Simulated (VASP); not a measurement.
Zn: single point with LDA

Crystal: Zn.

```
CELL_PARAMETERS angstrom
-1.50782 1.50782 1.50782
1.50782 -1.50782 1.50782
1.50782 1.50782 -1.50782
ATOMIC_POSITIONS crystal
Zn 0.00000 0.00000 0.00000
```

```yaml
Program: VASP 6.6.1
Task: single point
Functional: LDA
Potentials_or_basis: VASP PAW LDA potentials, release 64 (Zn)
Cutoff: 520 eV
k_mesh: 19 × 19 × 19
Occupations: methfessel-paxton, width 0.1 eV
Spin: no spin polarisation
```

| Quantity | Value |
| --- | --- |
| Pressure | 0.6 GPa |
| Band gap on the k mesh | zero (band 6 reaches 7.68 eV, above the bottom of band 7 at 3.00 eV) |

Levels at points of the mesh, in eV from the Fermi level:
```
           k point  band 2  band 3  band 4  band 5  band 6  band 7  band 8  band 9  band 10  band 11
(0.00, 0.00, 0.00)   -8.34   -8.34   -8.34   -7.72   -7.72   20.64   20.64   20.64    21.75    21.75
```

Run time: 11 s on 1 thread of Intel(R) Xeon(R) 6975P-C (Granite Rapids), on a shared host, peak memory 0.14 GiB.
